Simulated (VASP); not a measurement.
# CdInTe2 (I4/mcm) in VASP: further runs

The runs below take CdInTe2 through single point, with PBE.

Program: VASP 6.6.1. These are calculated values, not measurements. Logs are shortened: lines on timing, memory, paths and dates and some standing lists are left out, and cuts for length are marked.

## 1. The cell of the first run

The structure is tetragonal, space group I4/mcm (No. 140). The conventional cell has a = 8.185 Å, b = 8.185 Å, c = 7.329 Å, α = 90.00°, β = 90.00°, γ = 90.00°. Cd (site symmetry 422) has 8 Te at 3.49 Å and 2 Cd at 3.66 Å and 4 In at 4.09 Å within 4.6 Å. Te (site symmetry m2m) has 4 In at 2.88 to 4.00 Å and 4 Cd at 3.49 Å and 6 Te at 3.90 to 4.20 Å within 4.2 Å. Within 3.8 Å of In (site symmetry -42m) lie 4 Te at 2.88 Å and 2 In at 3.66 Å.

## 2. Single point, PBE

File INCAR:

```
PREC = Accurate
ENCUT = 520
EDIFF = 1E-6
ISMEAR = -1
SIGMA = 0.1
LREAL = F
LASPH = T
NELM = 80
ALGO = Normal
ISIF = 2
LWAVE = F
LCHARG = T
GGA = PE
LELF = T
LVHAR = T
NBANDS = 47
```

File KPOINTS:

```
Automatic mesh
0
Gamma
  4 4 4
```

File POSCAR:

```
CdInTe2
1.0
   -4.0925561565      4.0925561565      3.6647068183
    4.0925561565     -4.0925561565      3.6647068183
    4.0925561565      4.0925561565     -3.6647068183
Cd Te In
2 4 2
Direct
    0.2500000000      0.2500000000      0.0000000000
    0.7500000000      0.7500000000      0.0000000000
    0.6924422593      0.1924422593      0.8848845187
    0.1924422593      0.3075577407      0.5000000000
    0.3075577407      0.8075577407      0.1151154813
    0.8075577407      0.6924422593      0.5000000000
    0.7500000000      0.2500000000      0.5000000000
    0.2500000000      0.7500000000      0.5000000000
```

Potentials or basis: VASP PAW PBE potentials, release 64 (Cd, Te, In_d).

Started as:

```bash
$ cat potpaw_PBE.64/Cd/POTCAR potpaw_PBE.64/Te/POTCAR potpaw_PBE.64/In_d/POTCAR > POTCAR
$ mpirun -np 1 vasp_std > vasp.out
```

OUTCAR:

```text
PREC = Accurate
   ENCUT = 520
   EDIFF = 1E-6
   ISMEAR = -1
   LREAL = F
   LASPH = T
   NELM = 80
   ISIF = 2
   GGA = PE

 ion  position               nearest neighbor table
   1  0.250  0.250  0.000-   3 3.49   5 3.49   4 3.49   6 3.49   4 3.49   6 3.49   5 3.49   3 3.49
                             2 3.66   2 3.66
   2  0.750  0.750  0.000-   3 3.49   5 3.49   4 3.49   6 3.49   6 3.49   4 3.49   3 3.49   5 3.49
                             1 3.66   1 3.66
   3  0.692  0.192  0.885-   8 2.88   7 2.88   1 3.49   2 3.49   1 3.49   2 3.49
   4  0.192  0.308  0.500-   7 2.88   8 2.88   2 3.49   1 3.49   1 3.49   2 3.49
   5  0.308  0.808  0.115-   7 2.88   8 2.88   1 3.49   2 3.49   1 3.49   2 3.49
   6  0.808  0.692  0.500-   7 2.88   8 2.88   1 3.49   2 3.49   2 3.49   1 3.49
   7  0.750  0.250  0.500-   4 2.88   6 2.88   5 2.88   3 2.88   8 3.66   8 3.66
   8  0.250  0.750  0.500-   4 2.88   6 2.88   3 2.88   5 2.88   7 3.66   7 3.66

  LATTYP: Found a body centered tetragonal cell.
 ALAT       =     8.1851123130
 C/A-ratio  =     0.8954566970

  Lattice vectors:

 A1 = (  -4.0925561565,   4.0925561565,   3.6647068183)
 A2 = (   4.0925561565,  -4.0925561565,   3.6647068183)
 A3 = (   4.0925561565,   4.0925561565,  -3.6647068183)

Analysis of symmetry for initial positions (statically):
=====================================================================
 Subroutine PRICEL returns:
 Original cell was already a primitive cell.

 Routine SETGRP: Setting up the symmetry group for a
 body centered tetragonal supercell.

 Subroutine GETGRP returns: Found 16 space group operations
 (whereof  8 operations were pure point group operations)
 out of a pool of 16 trial point group operations.

The static configuration has the point symmetry C_4h.
 The point group associated with its full space group is D_4h.

Analysis of symmetry for dynamics (positions and initial velocities):
=====================================================================
 Subroutine PRICEL returns:
 Original cell was already a primitive cell.

 Routine SETGRP: Setting up the symmetry group for a
 body centered tetragonal supercell.

 Subroutine GETGRP returns: Found 16 space group operations
 (whereof  8 operations were pure point group operations)
 out of a pool of 16 trial point group operations.

The dynamic configuration has the point symmetry C_4h.
 The point group associated with its full space group is D_4h.

 Subroutine INISYM returns: Found 16 space group operations
 (whereof  8 operations are pure point group operations),
 and found     1 'primitive' translations

----------------------------------------------------------------------------------------

                                     Primitive cell

  volume of cell :     245.5209

  direct lattice vectors                    reciprocal lattice vectors
    -4.092556156  4.092556156  3.664706818     0.000000000  0.122173033  0.136436562
     4.092556156 -4.092556156  3.664706818     0.122173033  0.000000000  0.136436562
     4.092556156  4.092556156 -3.664706818     0.122173033  0.122173033  0.000000000

  length of vectors
     6.850409320  6.850409320  6.850409320     0.183142528  0.183142528  0.172778761

  position of ions in fractional coordinates (direct lattice)
     0.250000000  0.250000000  0.000000000
     0.750000000  0.750000000  0.000000000
     0.692442259  0.192442259  0.884884519
     0.192442259  0.307557741  0.500000000
     0.307557741  0.807557741  0.115115481
     0.807557741  0.692442259  0.500000000
     0.750000000  0.250000000  0.500000000
     0.250000000  0.750000000  0.500000000

  ion indices of the primitive-cell ions
   primitive index   ion index
                 1           1
                 2           2
                 3           3
                 4           4
                 5           5
                 6           6
                 7           7
                 8           8

----------------------------------------------------------------------------------------

 KPOINTS: Automatic mesh

Automatic generation of k-mesh.
 Grid dimensions read from file:
 generate k-points for:    4    4    4

 Generating k-lattice:

  Cartesian coordinates                     Fractional coordinates (reciprocal lattice)
     0.000000000  0.030543258  0.034109141     0.250000000  0.000000000 -0.000000000
     0.030543258  0.000000000  0.034109141     0.000000000  0.250000000 -0.000000000
     0.030543258  0.030543258  0.000000000     0.000000000  0.000000000  0.250000000

  Length of vectors
     0.045785632  0.045785632  0.043194690

  Shift w.r.t. Gamma in fractional coordinates (k-lattice)
     0.000000000  0.000000000  0.000000000

 Subroutine IBZKPT returns following result:
 ===========================================

 Found     13 irreducible k-points:

 Following reciprocal coordinates:
            Coordinates               Weight
  0.000000  0.000000  0.000000      1.000000
  0.250000  0.000000 -0.000000      8.000000
  0.500000  0.000000 -0.000000      4.000000
  0.250000  0.250000 -0.000000      8.000000
  0.500000  0.250000 -0.000000     16.000000
 -0.250000  0.250000  0.000000      4.000000
  0.500000  0.500000 -0.000000      2.000000
  0.250000  0.250000  0.250000      2.000000
 -0.250000  0.250000  0.250000      4.000000
  0.500000  0.500000  0.250000      4.000000
 -0.250000  0.500000  0.250000      8.000000
 -0.250000 -0.250000  0.250000      2.000000
  0.500000  0.500000  0.500000      1.000000
   k-points           NKPTS =     13   k-points in BZ     NKDIM =     13   number of bands    NBANDS=     47
   number of dos      NEDOS =    301   number of ions     NIONS =      8
   total plane-waves  NPLWV = 157464
   dimension x,y,z NGX =    54 NGY =   54 NGZ =   54
   dimension x,y,z NGXF=   108 NGYF=  108 NGZF=  108
   ions per type =               2   4   2
   NGX,Y,Z   is equivalent  to a cutoff of  13.10, 13.10, 13.10 a.u.
   NGXF,Y,Z  is equivalent  to a cutoff of  26.21, 26.21, 26.21 a.u.
 SYSTEM =  unknown system
   PREC   = accura    normal or accurate (medium, high low for compatibility)
   ISTART =      0    job   : 0-new  1-cont  2-samecut
   ICHARG =      2    charge: 1-file 2-atom 10-const
   ISPIN  =      1    spin polarized calculation?
   LNONCOLLINEAR =      F non collinear calculations
   LSORBIT =      F    spin-orbit coupling
   LASPH  =      T    aspherical Exc in radial PAW
   ENCUT  =  520.0 eV  38.22 Ry    6.18 a.u.  12.74 12.74 12.74*2*pi/ulx,y,z
   NELM   =     80;   NELMIN=  2; NELMDL= -5     # of ELM steps
   EDIFF  = 0.1E-05   stopping-criterion for ELM
   LREAL  =      F    real-space projection
   EDIFFG = 0.1E-04   stopping-criterion for IOM
   NSW    =      0    number of steps for IOM
   IBRION =     -1    ionic relax: 0-MD 1-quasi-New 2-CG
   NFREE  =      0    steps in history (QN), initial steepest desc. (CG)
   ISIF   =      2    stress and relaxation
   ISYM   =      2    0-nonsym 1-usesym 2-fastsym
   POTIM  = 0.5000    time-step for ionic-motion
   TEBEG  =    0.0;   TEEND  =   0.0 temperature during run
   PSTRESS=    0.0 pullay stress
   NELECT =      74.0000    total number of electrons
   NUPDOWN=      -1.0000    fix difference up-down
   EMIN   =  10.00;   EMAX   =-10.00  energy-range for DOS
   EFERMI =   0.00;   METHOD = LEGACY
   ISMEAR =    -1;   SIGMA  =   0.10  broadening in eV -4-tet -1-fermi 0-gaus
   EFERMI_NEDOS =   21; number of points for ismear=-14 and -15
   IALGO  =     38    algorithm
   IMIX   =      4    mixing-type and parameters
     AMIX     =   0.40;   BMIX     =  1.00
     AMIX_MAG =   1.60;   BMIX_MAG =  1.00
  volume/ion in A,a.u.               =      30.69       207.11
  Fermi-wavevector in a.u.,A,eV,Ry     =   1.097630  2.074220 16.392180  1.204791
  Thomas-Fermi vector in A             =   2.233993
   LORBIT       =      0    0 simple, 1 ext, 2 COOP (PROOUT), +10 PAW based schemes
   GGA     = PE    functional components
   LHFCALC =     F    Hartree Fock is set to
   AEXX    =    0.0000 exact exchange contribution
   IVDW    =     0    specifies the selected vdW correction
   LEPSILON=     F    determine dielectric tensor
   LRPA    =     F    only Hartree local field effects (RPA)
 non-spin polarized calculation
  energy-cutoff  :      520.00
  volume of cell :      245.52
 maximum number of plane-waves:      6678
 NGX is ok and might be reduce to    54
   NGX = 25   NGY = 25   NGZ = 25

 number of electron      74.0000023 magnetization

 Free energy of the ion-electron system (eV)
  ---------------------------------------------------
  ext. energy  EPLUGINS =         0.00000000
  ---------------------------------------------------
  free energy    TOTEN  =       -20.33607230 eV

  energy without entropy =      -20.24494943  energy(sigma->0) =      -20.29051087

 E-fermi :   4.9275     XC(G=0):  -9.4472

 val. band max:        4.8060963913   @ k =   0.5000   0.5000   0.2500
 cond. band min:       5.0033041412   @ k =  -0.2500   0.2500   0.0000
 fundamental gap:      0.1972077499
 Fermi energy:         4.9275155986

 k-point     1 :       0.0000    0.0000    0.0000
  band No.  band energies     occupation
      1      -9.8772      2.00000
      2      -9.8772      2.00000
      3      -9.8202      2.00000
      4      -9.8178      2.00000
      5      -9.7531      2.00000
      6      -9.7386      2.00000
[... 39 lines left out ...]
     46      10.0356      0.00000
     47      10.5452      0.00000

 k-point     2 :       0.2500    0.0000   -0.0000
  band No.  band energies     occupation
      1      -9.8643      2.00000
      2      -9.8643      2.00000
      3      -9.8078      2.00000
      4      -9.7981      2.00000
      5      -9.7587      2.00000
      6      -9.7507      2.00000
[... 542 lines left out ...]
 k-point    13 :       0.5000    0.5000    0.5000
  band No.  band energies     occupation
      1      -9.8685      2.00000
      2      -9.8685      2.00000
      3      -9.8203      2.00000
      4      -9.7982      2.00000
      5      -9.7599      2.00000
      6      -9.7398      2.00000
[... 39 lines left out ...]
     46       7.6046      0.00000
     47       8.9796      0.00000

------------------------ aborting loop because EDIFF is reached ----------------------------------------

  FORCE on cell =-STRESS in cart. coord.  units (eV):
  Direction    XX          YY          ZZ          XY          YZ          ZX
  --------------------------------------------------------------------------------------
  -------------------------------------------------------------------------------------
  Total        0.0540610      0.0540610      0.0663839      0.0000000     -0.0000000     -0.0000000
  in kB        0.3527818      0.3527818      0.4331961      0.0000000     -0.0000000     -0.0000000
  external PRESSURE =       0.3795866 kB  Pullay stress =       0.0000000 kB

 VOLUME and BASIS-vectors are now :
 -----------------------------------------------------------------------------
  energy-cutoff  :      520.00
  volume of cell :      245.52
      direct lattice vectors                 reciprocal lattice vectors
    -4.092556156  4.092556156  3.664706818     0.000000000  0.122173033  0.136436562
     4.092556156 -4.092556156  3.664706818     0.122173033  0.000000000  0.136436562
     4.092556156  4.092556156 -3.664706818     0.122173033  0.122173033  0.000000000

 POSITION                                       TOTAL-FORCE (eV/Angst)
 -----------------------------------------------------------------------------------
      0.00000      0.00000      1.83235        -0.000000     -0.000000     -0.000000
      0.00000      0.00000      5.49706         0.000000     -0.000000     -0.000000
      1.57516      5.66772     -0.00000         0.007585      0.007585     -0.000000
      2.51739      1.57516      0.00000        -0.007585      0.007585      0.000000
      2.51739     -1.57516      3.66471        -0.007585     -0.007585      0.000000
      1.57516      2.51739      3.66471         0.007585     -0.007585     -0.000000
     -0.00000      4.09256      1.83235        -0.000000     -0.000000     -0.000000
      4.09256     -0.00000      1.83235         0.000000      0.000000     -0.000000
 -----------------------------------------------------------------------------------
    total drift:                               -0.000000     -0.000000      0.000000

  FREE ENERGIE OF THE ION-ELECTRON SYSTEM (eV)
  ---------------------------------------------------
  free  energy   TOTEN  =       -20.3360722988 eV

  energy  without entropy=      -20.2449494341  energy(sigma->0) =      -20.29051087
```

Run time: 3.1 min. Hardware: 1 thread of Intel Xeon Platinum 8488C (Sapphire Rapids), shared host; peak memory 0.47 GiB.

Results:

```
Free energy            : -20.3361 eV
Pressure               : 0.0 GPa
Largest force          : 0.011 eV/Å
Band gap on the k mesh : zero (bands 37 and 38 overlap by 0.83 eV)
```

Forces on the atoms (eV/Å):
```
Cd   0.000  0.000  0.000
Cd   0.000  0.000  0.000
Te   0.008  0.008  0.000
Te  -0.008  0.008  0.000
Te  -0.008 -0.008  0.000
Te   0.008 -0.008  0.000
In   0.000  0.000  0.000
In   0.000  0.000  0.000
```

Caveat: spin-orbit coupling is left out, which moves the levels of the heavy elements.

## 3. Single point, PBE

File INCAR:

```
SYSTEM = CdInTe2
PREC     = Accurate       ! precision mode
ENCUT    = 520            ! plane-wave cutoff, eV
EDIFF    = 1E-6           ! SCF threshold, eV
ISMEAR   = -1             ! smearing method
SIGMA    = 0.1            ! smearing width, eV
LREAL    = .False.        ! projectors in reciprocal space
LASPH    = .True.         ! aspherical terms in the spheres
NELM     = 80             ! most SCF steps
ALGO     = Normal         ! electronic algorithm
ISIF     = 2              ! what is computed and relaxed
LWAVE    = .False.        ! write WAVECAR
LCHARG   = .True.         ! write CHGCAR
GGA      = PE             ! functional
LELF     = .True.         ! ELF
LVHAR    = .True.       
NBANDS   = 47             ! bands
```

File KPOINTS:

```
Automatic mesh
0
Gamma
  4 4 4
  0 0 0
```

File POSCAR:

```
CdInTe2
1.0
   -4.0925515663      4.0925515663      3.6646866730
    4.0925515663     -4.0925515663      3.6646866730
    4.0925515663      4.0925515663     -3.6646866730
Cd Te In
2 4 2
Direct
    0.2500000000      0.2500000000      0.0000000000
    0.7500000000      0.7500000000      0.0000000000
    0.6924442586      0.1924442586      0.8848885172
    0.1924442586      0.3075557414      0.5000000000
    0.3075557414      0.8075557414      0.1151114828
    0.8075557414      0.6924442586      0.5000000000
    0.7500000000      0.2500000000      0.5000000000
    0.2500000000      0.7500000000      0.5000000000
```

Potentials or basis: VASP PAW PBE potentials, release 64 (Cd, Te, In_d).

Started as:

```bash
$ cat potpaw_PBE.64/Cd/POTCAR potpaw_PBE.64/Te/POTCAR potpaw_PBE.64/In_d/POTCAR > POTCAR
$ mpirun -np 1 vasp_std > vasp.out
```

It took 2.9 min on 1 thread of Intel Xeon Platinum 8488C (Sapphire Rapids), shared host; peak memory 0.47 GiB.

The run converged. Its results:

| Property | Result |
| --- | --- |
| Free energy | -20.3361 eV |
| Pressure | 0.0 GPa |
| Largest force | 0.011 eV/Å |
| Band gap on the k mesh | zero (bands 37 and 38 overlap by 0.83 eV) |

Forces in eV/Å, atoms in the order of the input:
```
Cd   0.000  0.000  0.000
Cd   0.000  0.000  0.000
Te   0.008  0.008  0.000
Te  -0.008  0.008  0.000
Te  -0.008 -0.008  0.000
Te   0.008 -0.008  0.000
In   0.000  0.000  0.000
In   0.000  0.000  0.000
```

Levels at points of the mesh, in eV from the Fermi level:
```
           k point  band 35  band 36  band 37  band 38  band 39  band 40
(0.00, 0.00, 0.00)    -1.16    -1.16    -0.88    -0.48     1.45     2.04
(0.50, 0.00, 0.00)    -1.20    -1.20     0.09     0.09     1.26     1.26
(0.50, 0.50, 0.00)    -1.30    -1.19     0.12     0.60     0.96     1.67
(0.50, 0.50, 0.50)    -1.00    -1.00    -0.49     1.74     2.20     2.38
```

Caveat: spin-orbit coupling is left out, which moves the levels of the heavy elements.
